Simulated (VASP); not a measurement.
# TiB2 (P6/mmm) in VASP: further runs

The runs below take TiB2 through single point, with B3LYP, HSE06, r2SCAN0.

Program: VASP 6.6.1. These are calculated values, not measurements. Logs are shortened: lines on timing, memory, paths and dates and some standing lists are left out, and cuts for length are marked.

## 1. The cell of the first run

It takes space group P6/mmm (No. 191, hexagonal). Conventional cell: a = 3.029 Å, b = 3.029 Å, c = 3.228 Å, α = 90.00°, β = 90.00°, γ = 120.00°. Ti (site symmetry 6/mmm) has 12 B at 2.38 Å and 6 Ti at 3.03 Å within 3.1 Å. B (site symmetry -6m2) has 3 B at 1.75 Å and 6 Ti at 2.38 Å within 2.4 Å.

## 2. Single point, B3LYP

The input, POSCAR:

```
TiB2
1.0
    3.0292000000      0.0000000000      0.0000000000
   -1.5146000000      2.6233641531      0.0000000000
    0.0000000000      0.0000000000      3.2284000000
Ti B
1 2
Direct
    0.0000000000      0.0000000000      0.0000000000
    0.6666666667      0.3333333333      0.5000000000
    0.3333333333      0.6666666667      0.5000000000
```

The input, INCAR.step1:

```
SYSTEM = TiB2
PREC = Accurate ; ENCUT = 520
EDIFF = 1E-5 ; ISMEAR = -1
SIGMA = 0.05 ; LREAL = .FALSE.
LASPH = .TRUE. ; NELM = 60
ALGO = Normal ; ISIF = 2
LWAVE = .TRUE. ; GGA = PE
NBANDS = 16
```

The input, INCAR.step2:

```
SYSTEM = TiB2
PREC = Accurate ; ENCUT = 520
EDIFF = 1E-6 ; ISMEAR = -1
SIGMA = 0.05 ; LREAL = .FALSE.
LASPH = .TRUE. ; NELM = 60
ALGO = Normal ; ISIF = 2
LWAVE = .FALSE. ; LCHARG = .TRUE.
GGA = B3 ; LHFCALC = .TRUE.
AEXX = 0.2 ; AGGAX = 0.72
AGGAC = 0.81 ; ALDAC = 0.19
PRECFOCK = Normal ; LELF = .TRUE.
LVHAR = .TRUE. ; ISTART = 1
NBANDS = 16
```

The input, KPOINTS:

```
regular mesh
0
G
  5 5 4
  0 0 0
```

Potentials or basis: VASP PAW PBE potentials, release 64 (Ti_sv, B).

Command:

```console
$ cat potpaw_PBE.64/Ti_sv/POTCAR potpaw_PBE.64/B/POTCAR > POTCAR
$ cp INCAR.step1 INCAR
$ mpirun -np 1 vasp_std > vasp.out
$ cp INCAR.step2 INCAR
$ mpirun -np 1 vasp_std > vasp.out
```

OUTCAR:

```text
SYSTEM = TiB2
   PREC = Accurate
   ENCUT = 520
   EDIFF = 1E-6
   ISMEAR = -1
   LREAL = .FALSE.
   LASPH = .TRUE.
   NELM = 60
   ISIF = 2
   GGA = B3
   LHFCALC = .TRUE.
   AEXX = 0.2
   PRECFOCK = Normal
   ISTART = 1

 ion  position               nearest neighbor table
   1  0.000  0.000  0.000-   2 2.38   3 2.38   2 2.38   3 2.38   3 2.38   3 2.38   2 2.38   2 2.38
                             2 2.38   2 2.38   3 2.38   3 2.38
   2  0.667  0.333  0.500-   3 1.75   3 1.75   3 1.75   1 2.38   1 2.38   1 2.38   1 2.38   1 2.38
                             1 2.38
   3  0.333  0.667  0.500-   2 1.75   2 1.75   2 1.75   1 2.38   1 2.38   1 2.38   1 2.38   1 2.38
                             1 2.38

  LATTYP: Found a hexagonal cell.
 ALAT       =     3.0292000000
 C/A-ratio  =     1.0657599366

  Lattice vectors:

 A1 = (   3.0292000000,   0.0000000000,   0.0000000000)
 A2 = (  -1.5146000000,   2.6233641531,   0.0000000000)
 A3 = (   0.0000000000,   0.0000000000,   3.2284000000)

Analysis of symmetry for initial positions (statically):
=====================================================================
 Subroutine PRICEL returns:
 Original cell was already a primitive cell.

 Routine SETGRP: Setting up the symmetry group for a
 hexagonal supercell.

 Subroutine GETGRP returns: Found 24 space group operations
 (whereof 24 operations were pure point group operations)
 out of a pool of 24 trial point group operations.

The static configuration has the point symmetry D_6h.

Analysis of symmetry for dynamics (positions and initial velocities):
=====================================================================
 Subroutine PRICEL returns:
 Original cell was already a primitive cell.

 Routine SETGRP: Setting up the symmetry group for a
 hexagonal supercell.

 Subroutine GETGRP returns: Found 24 space group operations
 (whereof 24 operations were pure point group operations)
 out of a pool of 24 trial point group operations.

The dynamic configuration has the point symmetry D_6h.

 Subroutine INISYM returns: Found 24 space group operations
 (whereof 24 operations are pure point group operations),
 and found     1 'primitive' translations

----------------------------------------------------------------------------------------
[... 90 lines left out ...]
   NFREE  =      0    steps in history (QN), initial steepest desc. (CG)
   ISIF   =      2    stress and relaxation
   ISYM   =      3    0-nonsym 1-usesym 2-fastsym
   POTIM  = 0.5000    time-step for ionic-motion
   TEBEG  =    0.0;   TEEND  =   0.0 temperature during run
   PSTRESS=    0.0 pullay stress
   NELECT =      18.0000    total number of electrons
   NUPDOWN=      -1.0000    fix difference up-down
   EMIN   =  10.00;   EMAX   =-10.00  energy-range for DOS
   EFERMI =   0.00;   METHOD = LEGACY
   ISMEAR =    -1;   SIGMA  =   0.05  broadening in eV -4-tet -1-fermi 0-gaus
   EFERMI_NEDOS =   21; number of points for ismear=-14 and -15
   IALGO  =     38    algorithm
   IMIX   =      1    mixing-type and parameters
     AMIX     =   0.40;   BMIX     =  1.00
     AMIX_MAG =   1.60;   BMIX_MAG =  1.00
  volume/ion in A,a.u.               =       8.55        57.71
  Fermi-wavevector in a.u.,A,eV,Ry     =   1.454703  2.748990 28.792122  2.116161
  Thomas-Fermi vector in A             =   2.571823
   LORBIT       =      0    0 simple, 1 ext, 2 COOP (PROOUT), +10 PAW based schemes
   GGA     = B3    functional components
   LHFCALC =     T    Hartree Fock is set to
   PRECFOCK=normal    Normal, Fast or Accurate (Low or Medium for compatibility)
   ENCUT4O =  -1.0   cutoff for four orbital integrals eV
   NKREDX  =     1    reduce k-point grid by
   NKREDY  =     1    reduce k-point grid by
   NKREDZ  =     1    reduce k-point grid by
   AEXX    =    0.2000 exact exchange contribution
   HFSCREEN=    0.0000 screening length (either q_TF or 0.3 A-1)
   HFSCREENC=   0.0000 screening length for correlation (either q_TF or 0.3 A-1)
   ENCUTFOCK=  -1.0 apply spherical cutoff to Coloumb kernel
   IVDW    =     0    specifies the selected vdW correction
   LEPSILON=     F    determine dielectric tensor
   LRPA    =     F    only Hartree local field effects (RPA)
 non-spin polarized calculation
  energy-cutoff  :      520.00
  volume of cell :       25.66
 maximum number of plane-waves:       721
 NGX is ok and might be reduce to    24
  NGX = 18; NGY = 18; NGZ = 20

 number of electron      18.0000002 magnetization

 Free energy of the ion-electron system (eV)
  ---------------------------------------------------
  ext. energy  EPLUGINS =         0.00000000
  ---------------------------------------------------
  free energy    TOTEN  =       -26.18572284 eV

  energy without entropy =      -26.18301559  energy(sigma->0) =      -26.18436922

 E-fermi :  10.4104     XC(G=0): -10.1675

 val. band max:        9.9765670693   @ k =   0.0000   0.0000   0.5000
 cond. band min:      10.4909014386   @ k =   0.4000   0.2000   0.0000
 fundamental gap:      0.5143343693
 Fermi energy:        10.4104498645

 k-point     1 :       0.0000    0.0000    0.0000
  band No.  band energies     occupation
      1     -50.8561      2.00000
      2     -26.0434      2.00000
      3     -25.7242      2.00000
      4     -25.7242      2.00000
      5      -4.9809      2.00000
      6       6.8819      2.00000
[... 262 lines left out ...]
      3     -26.0814      2.00000
      4     -25.8941      2.00000
      5      -0.5013      2.00000
      6       1.1581      2.00000
[... 8 lines left out ...]
     15      19.1514      0.00000
     16      19.6721      0.00000

------------------------ aborting loop because EDIFF is reached ----------------------------------------

  FORCE on cell =-STRESS in cart. coord.  units (eV):
  Direction    XX          YY          ZZ          XY          YZ          ZX
  --------------------------------------------------------------------------------------
  -------------------------------------------------------------------------------------
  Total        0.0319866      0.0319866      0.1993462      0.0000000      0.0000000      0.0000000
  in kB        1.9975806      1.9975806     12.4492957      0.0000000      0.0000000      0.0000000
  external PRESSURE =       5.4814857 kB  Pullay stress =       0.0000000 kB

 VOLUME and BASIS-vectors are now :
 -----------------------------------------------------------------------------
  energy-cutoff  :      520.00
  volume of cell :       25.66
      direct lattice vectors                 reciprocal lattice vectors
     3.029200000  0.000000000  0.000000000     0.330120164  0.190594965  0.000000000
    -1.514600000  2.623364153  0.000000000     0.000000000  0.381189931  0.000000000
     0.000000000  0.000000000  3.228400000     0.000000000  0.000000000  0.309750960

 POSITION                                       TOTAL-FORCE (eV/Angst)
 -----------------------------------------------------------------------------------
      0.00000      0.00000      0.00000        -0.000000      0.000000      0.000000
      1.51460      0.87445      1.61420        -0.000000      0.000000     -0.000000
     -0.00000      1.74891      1.61420         0.000000     -0.000000      0.000000
 -----------------------------------------------------------------------------------
    total drift:                                0.000000     -0.000000      0.000000

  FREE ENERGIE OF THE ION-ELECTRON SYSTEM (eV)
  ---------------------------------------------------
  free  energy   TOTEN  =       -26.1857228383 eV

  energy  without entropy=      -26.1830155940  energy(sigma->0) =      -26.18436922
```

OUTCAR.step1:

```text
SYSTEM = TiB2
   PREC = Accurate
   ENCUT = 520
   EDIFF = 1E-5
   ISMEAR = -1
   LREAL = .FALSE.
   LASPH = .TRUE.
[... 501 lines left out ...]
      0.00000      0.00000      0.00000        -0.000000      0.000000      0.000000
      1.51460      0.87445      1.61420        -0.000000     -0.000000      0.000000
     -0.00000      1.74891      1.61420         0.000000      0.000000     -0.000000
 -----------------------------------------------------------------------------------
    total drift:                               -0.000000      0.000000      0.000000

  FREE ENERGIE OF THE ION-ELECTRON SYSTEM (eV)
  ---------------------------------------------------
  free  energy   TOTEN  =       -24.4070912347 eV

  energy  without entropy=      -24.4029071067  energy(sigma->0) =      -24.40499917
```

OSZICAR.step1:

```text
N       E                     dE             d eps       ncg     rms          rms(c)
DAV:   1     0.123897525029E+03    0.12390E+03   -0.90733E+03   480   0.128E+03
DAV:   2    -0.221295705679E+02   -0.14603E+03   -0.14080E+03   528   0.348E+02
DAV:   3    -0.294599615439E+02   -0.73304E+01   -0.72140E+01   688   0.740E+01
DAV:   4    -0.295959860452E+02   -0.13602E+00   -0.13587E+00   592   0.915E+00
DAV:   5    -0.295999308423E+02   -0.39448E-02   -0.39447E-02   696   0.113E+00    0.166E+01
DAV:   6    -0.244115755558E+02    0.51884E+01   -0.20335E+01   672   0.483E+01    0.371E+00
DAV:   7    -0.244050912700E+02    0.64843E-02   -0.10549E+00   520   0.117E+01    0.329E+00
DAV:   8    -0.244077904126E+02   -0.26991E-02   -0.76914E-02   736   0.226E+00    0.823E-01
DAV:   9    -0.244075463632E+02    0.24405E-03   -0.32126E-02   584   0.229E+00    0.250E-01
DAV:  10    -0.244071039908E+02    0.44237E-03   -0.30806E-03   624   0.665E-01    0.723E-02
DAV:  11    -0.244070986025E+02    0.53883E-05   -0.31215E-04   656   0.183E-01    0.578E-02
DAV:  12    -0.244070912347E+02    0.73678E-05   -0.61215E-05   544   0.962E-02
   1 F= -.24407091E+02 E0= -.24404999E+02  d E =-.418413E-02
```

Wall time 12 min (1 thread of Intel Xeon Platinum 8259CL at 2.50GHz (Skylake/Cascade Lake), shared host); peak memory 0.15 GiB.

Results:

```
Free energy            : -26.1857 eV
Pressure               : 0.5 GPa
Band gap on the k mesh : zero (bands 9 and 10 overlap by 1.21 eV)
```

Stress tensor (GPa, compression positive):
```
0.20 0.00 0.00
0.00 0.20 0.00
0.00 0.00 1.24
```

Caveat: the k points lie up to 0.49 Å⁻¹ apart, too coarse for converged energies and pressures of a metal; the PAW data sets were made with another functional, which shifts forces and pressure a little.

## 3. Single point, HSE06

POSCAR is that of step 2.

The input, INCAR.step1:

```
PREC = Accurate ; ENCUT = 520
EDIFF = 1E-5 ; ISMEAR = -1
SIGMA = 0.05 ; LREAL = False
LASPH = True ; NELM = 80
ALGO = Normal ; ISIF = 2
LWAVE = True ; NBANDS = 16
GGA = PE
```

The input, INCAR.step2:

```
PREC = Accurate ; ENCUT = 520
EDIFF = 1E-6 ; ISMEAR = -1
SIGMA = 0.05 ; LREAL = False
LASPH = True ; NELM = 80
ALGO = Normal ; ISIF = 2
LWAVE = False ; LCHARG = True
GGA = PE ; LHFCALC = True
HFSCREEN = 0.2079 ; PRECFOCK = Normal
LELF = True ; LVHAR = True
NBANDS = 16 ; ISTART = 1
```

The input, KPOINTS:

```
regular mesh
0
Gamma
  5 5 4
```

Potentials or basis: VASP PAW PBE potentials, release 64 (Ti_sv, B).

Command:

```console
$ cat potpaw_PBE.64/Ti_sv/POTCAR potpaw_PBE.64/B/POTCAR > POTCAR
$ cp INCAR.step1 INCAR
$ mpirun -np 1 vasp_std > vasp.out
$ cp INCAR.step2 INCAR
$ mpirun -np 1 vasp_std > vasp.out
```

Run time: 13 min. Hardware: 1 thread of Intel Xeon Platinum 8259CL at 2.50GHz (Skylake/Cascade Lake), shared host; peak memory 0.25 GiB.

It converged, with:

| Quantity | Value |
| --- | --- |
| Free energy | -27.7427 eV |
| Pressure | -4.6 GPa |
| Band gap on the k mesh | zero (bands 9 and 10 overlap by 0.67 eV) |

Stress tensor (GPa, compression positive):
```
-3.78  0.00  0.00
 0.00 -3.78  0.00
 0.00  0.00 -6.34
```

Levels at points of the mesh, in eV from the Fermi level:
| k point | band 5 | band 6 | band 7 | band 8 | band 9 | band 10 | band 11 | band 12 | band 13 | band 14 |
| --- | --- | --- | --- | --- | --- | --- | --- | --- | --- | --- |
| (0.00, 0.00, 0.00) | -15.49 | -3.16 | -3.16 | -2.90 | -2.43 | 2.50 | 2.50 | 4.41 | 4.41 | 6.33 |
| (0.00, 0.00, 0.50) | -13.35 | -8.95 | -0.80 | -0.80 | 0.00 | 0.00 | 0.68 | 0.68 | 2.31 | 7.24 |

Caveat: the k points lie up to 0.49 Å⁻¹ apart, too coarse for converged energies and pressures of a metal; the PAW data sets were made with another functional, which shifts forces and pressure a little.

## 4. Single point, r2SCAN0

POSCAR is that of step 3.

The input, INCAR.step1:

```
SYSTEM = TiB2
PREC = Accurate
ENCUT = 520
EDIFF = 1E-5
ISMEAR = -1
SIGMA = 0.05
LREAL = .False.
LASPH = .True.
NELM = 80
ALGO = Normal
ISIF = 2
LWAVE = .True.
NBANDS = 16
GGA = PE
```

The input, INCAR.step2:

```
SYSTEM = TiB2
PREC = Accurate
ENCUT = 520
EDIFF = 1E-6
ISMEAR = -1
SIGMA = 0.05
LREAL = .False.
LASPH = .True.
NELM = 80
ALGO = Normal
ISIF = 2
LWAVE = .False.
LCHARG = .True.
METAGGA = R2SCAN
LHFCALC = .True.
AEXX = 0.25
LMIXTAU = .True.
PRECFOCK = Normal
LELF = .True.
LVHAR = .True.
NBANDS = 16
ISTART = 1
```

The input, KPOINTS:

```
Automatic mesh
0
Gamma
  6 6 5
  0 0 0
```

Potentials or basis: VASP PAW PBE potentials, release 64 (Ti_sv, B).

Command:

```console
$ cat potpaw_PBE.64/Ti_sv/POTCAR potpaw_PBE.64/B/POTCAR > POTCAR
$ cp INCAR.step1 INCAR
$ mpirun -np 1 vasp_std > vasp.out
$ cp INCAR.step2 INCAR
$ mpirun -np 1 vasp_std > vasp.out
```

OUTCAR:

```text
SYSTEM = TiB2
   PREC = Accurate
   ENCUT = 520
   EDIFF = 1E-6
   ISMEAR = -1
   LREAL = .False.
   LASPH = .True.
   NELM = 80
   ISIF = 2
   METAGGA = R2SCAN
   LHFCALC = .True.
   AEXX = 0.25
   PRECFOCK = Normal
   ISTART = 1

 ion  position               nearest neighbor table
   1  0.000  0.000  0.000-   2 2.38   3 2.38   2 2.38   3 2.38   3 2.38   3 2.38   2 2.38   2 2.38
[... 603 lines left out ...]

  FORCE on cell =-STRESS in cart. coord.  units (eV):
  Direction    XX          YY          ZZ          XY          YZ          ZX
  --------------------------------------------------------------------------------------
  -------------------------------------------------------------------------------------
  Total       -0.7404081     -0.7404081     -0.9642328      0.0000000     -0.0000000      0.0000000
  in kB      -46.2389402    -46.2389402    -60.2169287      0.0000000     -0.0000000      0.0000000
  external PRESSURE =     -50.8982697 kB  Pullay stress =       0.0000000 kB

 VOLUME and BASIS-vectors are now :
 -----------------------------------------------------------------------------
  energy-cutoff  :      520.00
  volume of cell :       25.66
      direct lattice vectors                 reciprocal lattice vectors
     3.029200000  0.000000000  0.000000000     0.330120164  0.190594965  0.000000000
    -1.514600000  2.623364153  0.000000000     0.000000000  0.381189931  0.000000000
     0.000000000  0.000000000  3.228400000     0.000000000  0.000000000  0.309750960

 POSITION                                       TOTAL-FORCE (eV/Angst)
 -----------------------------------------------------------------------------------
      0.00000      0.00000      0.00000        -0.000000      0.000000      0.000000
      1.51460      0.87445      1.61420         0.000000      0.000000      0.000000
     -0.00000      1.74891      1.61420        -0.000000      0.000000      0.000000
 -----------------------------------------------------------------------------------
    total drift:                                0.000000      0.000000     -0.000000

  FREE ENERGIE OF THE ION-ELECTRON SYSTEM (eV)
  ---------------------------------------------------
  free  energy   TOTEN  =       -34.3911239238 eV

  energy  without entropy=      -34.3877776739  energy(sigma->0) =      -34.38945080
```

It took 54 min on 1 thread of Intel Xeon 8259CL, shared host; peak memory 0.16 GiB.

What came out:

- Free energy: -34.3911 eV
- Pressure: -5.1 GPa
- Band gap on the k mesh: zero (bands 9 and 10 overlap by 0.17 eV)

Stress tensor (GPa, compression positive):
```
-4.62  0.00  0.00
 0.00 -4.62  0.00
 0.00  0.00 -6.02
```

Caveat: the k points lie up to 0.40 Å⁻¹ apart; the PAW data sets were made with another functional, which shifts forces and pressure a little.

## 5. Overview

```tsv
level	k mesh	share of exact exchange	screening parameter	gap on the mesh (eV)	pressure (GPa)
B3LYP	5 × 5 × 4	0.2	-	none	0.5
HSE06	5 × 5 × 4	0.25	0.2079 1/Å	none	-4.6
r2SCAN0	6 × 6 × 5	0.25	-	none	-5.1
```

Alike in all rows: task single point; potentials or basis VASP PAW PBE potentials, release 64 (Ti_sv, B); no spin polarisation; cell as given; cutoff (eV) 520; smearing fermi-dirac 0.05 eV.

Caveats: all runs use coarse meshes; the PAW data sets were made with another functional, which shifts forces and pressure a little.

Absolute energies hang on the potentials; compare differences alone.

The gap in the log of VASP goes by the Fermi energy; the results here count the filled bands.